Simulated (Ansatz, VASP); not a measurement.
**Two plane-wave programs on Co**

INCAR

```
PREC = Accurate
ENCUT = 600
EDIFF = 1E-6
ISMEAR = 0
SIGMA = 0.1
LREAL = F
LASPH = T
NELM = 150
ALGO = Normal
ISIF = 3
LWAVE = F
LCHARG = F
ISPIN = 2
MAGMOM = 2.06
LORBIT = 11
LMAXMIX = 4
GGA = PE
IBRION = 2
NSW = 100
EDIFFG = -0.005
```

KPOINTS

```
regular mesh
0
Gamma
  20 20 20
```

POSCAR

```
Co
1.0
   -1.4023200000      1.4023200000      1.4023200000
    1.4023200000     -1.4023200000      1.4023200000
    1.4023200000      1.4023200000     -1.4023200000
Co
1
Direct
    0.0000000000      0.0000000000      0.0000000000
```

Input for Ansatz:

```yaml
crystal:
  lattice:
    - [-1.40232, 1.40232, 1.40232]
    - [1.40232, -1.40232, 1.40232]
    - [1.40232, 1.40232, -1.40232]
  atoms:
    - { symbol: Co, position: [0.0, 0.0, 0.0], spin: 2.06 }
basis:
  ecutwfc: 420
kpoints:
  mp_grid: { grid: [20, 20, 20] }
hamiltonian:
  xc: pbe
scf:
  occupations: { method: gaussian, width: 0.1 }
output:
  forces: true
  stress: true
  eigenvalues: true
  populations: true
magnetization:
  spin_polarized: true
relax:
  adjacent_minimum: "off"
  f_tol: 0.005
  max_steps: 80
  cell: { stress_tol: 0.05 }
```

Alike in both runs: task relaxation of cell and atoms; functional PBE; k mesh 20 × 20 × 20; occupations gaussian, width 0.1 eV; collinear spin.

|  | VASP | Ansatz |
| --- | --- | --- |
| version | VASP 6.6.1 | Ansatz 0.2.0 |
| potentials or method | VASP PAW PBE potentials, release 64 (Co), cutoff 600 eV | scalar-relativistic, plane waves, PAW |
| valence electrons in the cell | 9 | 17 |

Ansatz gave:

| Item | Value |
| --- | --- |
| gap on the k mesh at the Fermi level, each at its own relaxed structure (eV) | none |
| net moment per atom (μB) | 1.74 |
| size of the moment on the site where the two differ most (μB) | 1.81 |
| relaxed volume (Å³/atom) | 11.09 |
| relaxed cell length with the largest relative difference (Å) | 2.433 |

**Question.** Which values does VASP return?

**Answer.** gap on the k mesh at the Fermi level, each at its own relaxed structure (eV): none; net moment per atom (μB): 1.72; size of the moment on the site where the two differ most (μB): 1.75; relaxed volume (Å³/atom): 11.04; relaxed cell length with the largest relative difference (Å): 2.429.

Site moments also hang on the region over which each program counts them. A gap of «none» marks a metal or a gap that the smearing closes. VASP's potentials hold 9 valence electrons a cell and Ansatz's 17, so a difference there can come from the potentials and not from the codes.
